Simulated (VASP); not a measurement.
# KBr (Fm-3m) in VASP: single point with PBE

Aim: the single point of KBr with PBE.

Program: VASP 6.6.1. These are calculated values, not measurements. Logs are shortened: lines on timing, memory, paths and dates and some standing lists are left out, and cuts for length are marked.

## 1. The cell of the first run

Symmetry: Fm-3m, No. 225, cubic system. The conventional cell has a = 6.600 Å, b = 6.600 Å, c = 6.600 Å, α = 90.00°, β = 90.00°, γ = 90.00°. Within 4.3 Å of K (site symmetry m-3m) lie 6 Br at 3.30 Å. Within 4.3 Å of Br (site symmetry m-3m) lie 6 K at 3.30 Å.

## 2. Single point, PBE

Input file INCAR:

```
PREC = Accurate
ENCUT = 520
EDIFF = 1E-6
ISMEAR = 0
SIGMA = 0.05
LREAL = F
LASPH = T
NELM = 80
ALGO = Normal
ISIF = 2
LWAVE = F
LCHARG = F
GGA = PE
NBANDS = 15
```

Input file KPOINTS:

```
Automatic mesh
0
Gamma
  10 10 10
```

Input file POSCAR:

```
KBr
1.0
    0.0000000000      3.3000000000      3.3000000000
    3.3000000000      0.0000000000      3.3000000000
    3.3000000000      3.3000000000      0.0000000000
K Br
1 1
Direct
    0.0000000000      0.0000000000      0.0000000000
    0.5000000000      0.5000000000      0.5000000000
```

Potentials or basis: VASP PAW PBE potentials, release 64 (K_sv, Br).

On the command line:

```
cat potpaw_PBE.64/K_sv/POTCAR potpaw_PBE.64/Br/POTCAR > POTCAR
mpirun -np 1 vasp_std > vasp.out
```

OUTCAR:

```text
PREC = Accurate
   ENCUT = 520
   EDIFF = 1E-6
   ISMEAR = 0
   LREAL = F
   LASPH = T
   NELM = 80
   ISIF = 2
   GGA = PE

 ion  position               nearest neighbor table
   1  0.000  0.000  0.000-   2 3.30   2 3.30   2 3.30   2 3.30   2 3.30   2 3.30
   2  0.500  0.500  0.500-   1 3.30   1 3.30   1 3.30   1 3.30   1 3.30   1 3.30

  LATTYP: Found a face centered cubic cell.
 ALAT       =     6.6000000000

  Lattice vectors:

 A1 = (   0.0000000000,   3.3000000000,   3.3000000000)
 A2 = (   3.3000000000,   0.0000000000,   3.3000000000)
 A3 = (   3.3000000000,   3.3000000000,   0.0000000000)

Analysis of symmetry for initial positions (statically):
=====================================================================
 Subroutine PRICEL returns:
 Original cell was already a primitive cell.

 Routine SETGRP: Setting up the symmetry group for a
 face centered cubic supercell.

 Subroutine GETGRP returns: Found 48 space group operations
 (whereof 48 operations were pure point group operations)
 out of a pool of 48 trial point group operations.

The static configuration has the point symmetry O_h .

Analysis of symmetry for dynamics (positions and initial velocities):
=====================================================================
 Subroutine PRICEL returns:
 Original cell was already a primitive cell.

 Routine SETGRP: Setting up the symmetry group for a
 face centered cubic supercell.

 Subroutine GETGRP returns: Found 48 space group operations
 (whereof 48 operations were pure point group operations)
 out of a pool of 48 trial point group operations.

The dynamic configuration has the point symmetry O_h .

 Subroutine INISYM returns: Found 48 space group operations
 (whereof 48 operations are pure point group operations),
 and found     1 'primitive' translations

----------------------------------------------------------------------------------------

                                     Primitive cell

  volume of cell :      71.8740

  direct lattice vectors                    reciprocal lattice vectors
     0.000000000  3.300000000  3.300000000    -0.151515152  0.151515152  0.151515152
     3.300000000  0.000000000  3.300000000     0.151515152 -0.151515152  0.151515152
     3.300000000  3.300000000  0.000000000     0.151515152  0.151515152 -0.151515152

  length of vectors
     4.666904756  4.666904756  4.666904756     0.262431941  0.262431941  0.262431941

  position of ions in fractional coordinates (direct lattice)
     0.000000000  0.000000000  0.000000000
     0.500000000  0.500000000  0.500000000

  ion indices of the primitive-cell ions
   primitive index   ion index
                 1           1
                 2           2

----------------------------------------------------------------------------------------

 KPOINTS: Automatic mesh

Automatic generation of k-mesh.
 Grid dimensions read from file:
 generate k-points for:   10   10   10

 Generating k-lattice:

  Cartesian coordinates                     Fractional coordinates (reciprocal lattice)
    -0.015151515  0.015151515  0.015151515     0.100000000  0.000000000  0.000000000
     0.015151515 -0.015151515  0.015151515     0.000000000  0.100000000  0.000000000
     0.015151515  0.015151515 -0.015151515     0.000000000  0.000000000  0.100000000

  Length of vectors
     0.026243194  0.026243194  0.026243194

  Shift w.r.t. Gamma in fractional coordinates (k-lattice)
     0.000000000  0.000000000  0.000000000

 Subroutine IBZKPT returns following result:
 ===========================================

 Found     47 irreducible k-points:

 Following reciprocal coordinates:
            Coordinates               Weight
  0.000000  0.000000  0.000000      1.000000
  0.100000  0.000000  0.000000      8.000000
  0.200000  0.000000  0.000000      8.000000
  0.300000  0.000000  0.000000      8.000000
  0.400000  0.000000  0.000000      8.000000
  0.500000  0.000000  0.000000      4.000000
[... 16 lines left out ...]
  0.300000  0.300000  0.000000      6.000000
  0.400000  0.300000  0.000000     24.000000
 [... further k-points ...]
   k-points           NKPTS =     47   k-points in BZ     NKDIM =     47   number of bands    NBANDS=     15
   number of dos      NEDOS =    301   number of ions     NIONS =      2
   total plane-waves  NPLWV =  46656
   dimension x,y,z NGX =    36 NGY =   36 NGZ =   36
   dimension x,y,z NGXF=    72 NGYF=   72 NGZF=   72
   ions per type =               1   1
   NGX,Y,Z   is equivalent  to a cutoff of  12.82, 12.82, 12.82 a.u.
   NGXF,Y,Z  is equivalent  to a cutoff of  25.65, 25.65, 25.65 a.u.
 SYSTEM =  unknown system
   PREC   = accura    normal or accurate (medium, high low for compatibility)
   ISTART =      0    job   : 0-new  1-cont  2-samecut
   ICHARG =      2    charge: 1-file 2-atom 10-const
   ISPIN  =      1    spin polarized calculation?
   LNONCOLLINEAR =      F non collinear calculations
   LSORBIT =      F    spin-orbit coupling
   LASPH  =      T    aspherical Exc in radial PAW
   ENCUT  =  520.0 eV  38.22 Ry    6.18 a.u.   8.68  8.68  8.68*2*pi/ulx,y,z
   NELM   =     80;   NELMIN=  2; NELMDL= -5     # of ELM steps
   EDIFF  = 0.1E-05   stopping-criterion for ELM
   LREAL  =      F    real-space projection
[... 7 lines left out ...]
   TEBEG  =    0.0;   TEEND  =   0.0 temperature during run
   PSTRESS=    0.0 pullay stress
   NELECT =      16.0000    total number of electrons
   NUPDOWN=      -1.0000    fix difference up-down
   EMIN   =  10.00;   EMAX   =-10.00  energy-range for DOS
   EFERMI =   0.00;   METHOD = LEGACY
   ISMEAR =     0;   SIGMA  =   0.05  broadening in eV -4-tet -1-fermi 0-gaus
   EFERMI_NEDOS =   21; number of points for ismear=-14 and -15
   IALGO  =     38    algorithm
   IMIX   =      4    mixing-type and parameters
     AMIX     =   0.40;   BMIX     =  1.00
     AMIX_MAG =   1.60;   BMIX_MAG =  1.00
  volume/ion in A,a.u.               =      35.94       242.51
  Fermi-wavevector in a.u.,A,eV,Ry     =   0.992181  1.874950 13.393889  0.984423
  Thomas-Fermi vector in A             =   2.123975
   LORBIT       =      0    0 simple, 1 ext, 2 COOP (PROOUT), +10 PAW based schemes
   GGA     = PE    functional components
   LHFCALC =     F    Hartree Fock is set to
   AEXX    =    0.0000 exact exchange contribution
   IVDW    =     0    specifies the selected vdW correction
   LEPSILON=     F    determine dielectric tensor
   LRPA    =     F    only Hartree local field effects (RPA)
 non-spin polarized calculation
 Gauss-broadening in eV      SIGMA  =   0.05
  energy-cutoff  :      520.00
  volume of cell :       71.87
 maximum number of plane-waves:      1964
   NGX = 17   NGY = 17   NGZ = 17

 number of electron      15.9999997 magnetization

 Free energy of the ion-electron system (eV)
  ---------------------------------------------------
  ext. energy  EPLUGINS =         0.00000000
  ---------------------------------------------------
  free energy    TOTEN  =        -6.21508374 eV

  energy without entropy =       -6.21508374  energy(sigma->0) =       -6.21508374

 E-fermi :  -1.4135     XC(G=0):  -7.3706

 val. band max:       -1.7406700360   @ k =   0.0000   0.0000   0.0000
 cond. band min:       2.6932781971   @ k =   0.0000   0.0000   0.0000
 fundamental gap:      4.4339482331
 Fermi energy:        -1.4134721232

 k-point     1 :       0.0000    0.0000    0.0000
  band No.  band energies     occupation
      1     -29.5217      2.00000
      2     -14.0329      2.00000
      3     -12.9990      2.00000
      4     -12.9990      2.00000
      5     -12.9990      2.00000
      6      -1.7407      2.00000
      7      -1.7407      2.00000
      8      -1.7407      2.00000
      9       2.6933      0.00000
     10       5.8635      0.00000
     11       5.8635      0.00000
     12       5.8635      0.00000
     13       6.6868      0.00000
     14       6.6868      0.00000
     15       9.8617      0.00000

 k-point     2 :       0.1000    0.0000    0.0000
  band No.  band energies     occupation
      1     -29.5212      2.00000
      2     -14.0532      2.00000
      3     -12.9996      2.00000
      4     -12.9996      2.00000
      5     -12.9721      2.00000
      6      -1.8895      2.00000
      7      -1.7749      2.00000
      8      -1.7749      2.00000
      9       2.9516      0.00000
     10       5.7906      0.00000
     11       5.9829      0.00000
     12       5.9829      0.00000
     13       6.8180      0.00000
     14       6.8180      0.00000
     15      10.2309      0.00000

 k-point     3 :       0.2000    0.0000    0.0000
  band No.  band energies     occupation
      1     -29.5198      2.00000
      2     -14.1023      2.00000
      3     -13.0010      2.00000
      4     -13.0010      2.00000
      5     -12.9054      2.00000
      6      -2.2286      2.00000
      7      -1.8619      2.00000
      8      -1.8619      2.00000
      9       3.5844      0.00000
     10       5.7130      0.00000
     11       6.3242      0.00000
     12       6.3242      0.00000
     13       7.1950      0.00000
     14       7.1950      0.00000
     15      10.8437      0.00000

 k-point     4 :       0.3000    0.0000    0.0000
  band No.  band energies     occupation
      1     -29.5181      2.00000
      2     -14.1564      2.00000
      3     -13.0027      2.00000
      4     -13.0027      2.00000
      5     -12.8291      2.00000
      6      -2.5807      2.00000
      7      -1.9645      2.00000
      8      -1.9645      2.00000
      9       4.2756      0.00000
     10       5.8596      0.00000
     11       6.8488      0.00000
     12       6.8488      0.00000
     13       7.7493      0.00000
     14       7.7493      0.00000
     15      10.0226      0.00000
[... 307 lines left out ...]
 k-point    22 :      -0.2000    0.2000    0.0000
  band No.  band energies     occupation
      1     -29.5175      2.00000
      2     -14.1380      2.00000
      3     -13.0258      2.00000
      4     -13.0004      2.00000
      5     -12.8374      2.00000
      6      -2.5642      2.00000
      7      -2.0148      2.00000
      8      -2.0040      2.00000
      9       4.5749      0.00000
     10       5.5554      0.00000
     11       6.7426      0.00000
     12       7.2000      0.00000
     13       7.6131      0.00000
     14       8.2468      0.00000
     15       9.5618      0.00000

 k-point    23 :       0.3000    0.3000    0.0000
  band No.  band energies     occupation
      1     -29.5169      2.00000
      2     -14.0595      2.00000
      3     -13.0224      2.00000
      4     -13.0224      2.00000
      5     -12.9348      2.00000
      6      -2.5314      2.00000
      7      -1.9445      2.00000
      8      -1.9445      2.00000
      9       4.5589      0.00000
     10       4.5597      0.00000
     11       7.2528      0.00000
     12       7.8444      0.00000
     13       7.8444      0.00000
     14       7.9474      0.00000
     15       9.3728      0.00000

 k-point    24 :       0.4000    0.3000    0.0000
  band No.  band energies     occupation
      1     -29.5159      2.00000
      2     -14.0412      2.00000
      3     -13.0312      2.00000
      4     -13.0258      2.00000
      5     -12.9528      2.00000
      6      -2.5731      2.00000
      7      -2.0331      2.00000
      8      -1.9918      2.00000
      9       4.4963      0.00000
     10       5.0622      0.00000
     11       7.4887      0.00000
     12       7.6715      0.00000
     13       8.2604      0.00000
     14       8.3786      0.00000
     15       9.0156      0.00000

 [... further k-points ...]

------------------------ aborting loop because EDIFF is reached ----------------------------------------

  FORCE on cell =-STRESS in cart. coord.  units (eV):
  Direction    XX          YY          ZZ          XY          YZ          ZX
  --------------------------------------------------------------------------------------
  -------------------------------------------------------------------------------------
  Total        0.3392399      0.3392399      0.3392399     -0.0000000     -0.0000000     -0.0000000
  in kB        7.5621578      7.5621578      7.5621578     -0.0000000     -0.0000000     -0.0000000
  external PRESSURE =       7.5621578 kB  Pullay stress =       0.0000000 kB

 VOLUME and BASIS-vectors are now :
 -----------------------------------------------------------------------------
  energy-cutoff  :      520.00
  volume of cell :       71.87
      direct lattice vectors                 reciprocal lattice vectors
     0.000000000  3.300000000  3.300000000    -0.151515152  0.151515152  0.151515152
     3.300000000  0.000000000  3.300000000     0.151515152 -0.151515152  0.151515152
     3.300000000  3.300000000  0.000000000     0.151515152  0.151515152 -0.151515152

 POSITION                                       TOTAL-FORCE (eV/Angst)
 -----------------------------------------------------------------------------------
      0.00000      0.00000      0.00000         0.000000     -0.000000      0.000000
      3.30000      3.30000      3.30000        -0.000000      0.000000     -0.000000
 -----------------------------------------------------------------------------------
    total drift:                                0.000000      0.000000      0.000000

  FREE ENERGIE OF THE ION-ELECTRON SYSTEM (eV)
  ---------------------------------------------------
  free  energy   TOTEN  =        -6.2150837390 eV

  energy  without entropy=       -6.2150837390  energy(sigma->0) =       -6.21508374
```

Wall time 1.8 min (1 thread of Intel Xeon 8259CL, shared host); peak memory 0.23 GiB.

What came out:

| Quantity | Value |
| --- | --- |
| Free energy | -6.2151 eV |
| Pressure | 0.8 GPa |
| Band gap on the k mesh | 4.43 eV |

A k mesh can miss the band edges. A hybrid or GW would open this gap; PBE tends to underestimate it.
